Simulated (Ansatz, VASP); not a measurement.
HgTe: VASP beside Ansatz

```xyz
2
Lattice="0.0000 3.4207 3.0958 3.4207 0.0000 3.0958 3.4207 3.4207 0.0000" Properties=species:S:1:pos:R:3 pbc="T T T"
Hg    0.0000    0.0000    0.0000
Te    1.7104    1.7104    1.5479
```

Change from the starting cell: epitaxial_xy strain +4.0%.

Alike in both runs: task single point; functional PBE; k mesh 6 × 6 × 6; occupations fermi-dirac, width 0.02 eV; no spin polarisation.

|  | VASP | Ansatz |
| --- | --- | --- |
| version | VASP 6.6.1 | Ansatz 0.2.0 |
| potentials or method | VASP PAW PBE potentials, release 64 (Hg, Te) | plane waves, PAW |
| plane-wave cutoff (eV) | 520 | 420 |
| valence electrons in the cell | 18 | 36 |

|  | VASP | Ansatz | Ansatz less VASP |
| --- | --- | --- | --- |
| pressure (GPa) | 0.5 | 0.5 | -0.05 |
| traceless stress, the component that is largest in VASP (GPa) | 0.78 | 0.78 | +0.002 |

VASP's potentials hold 18 valence electrons a cell and Ansatz's 36, so a difference there can come from the potentials and not from the codes.

Spin-orbit coupling is off throughout.
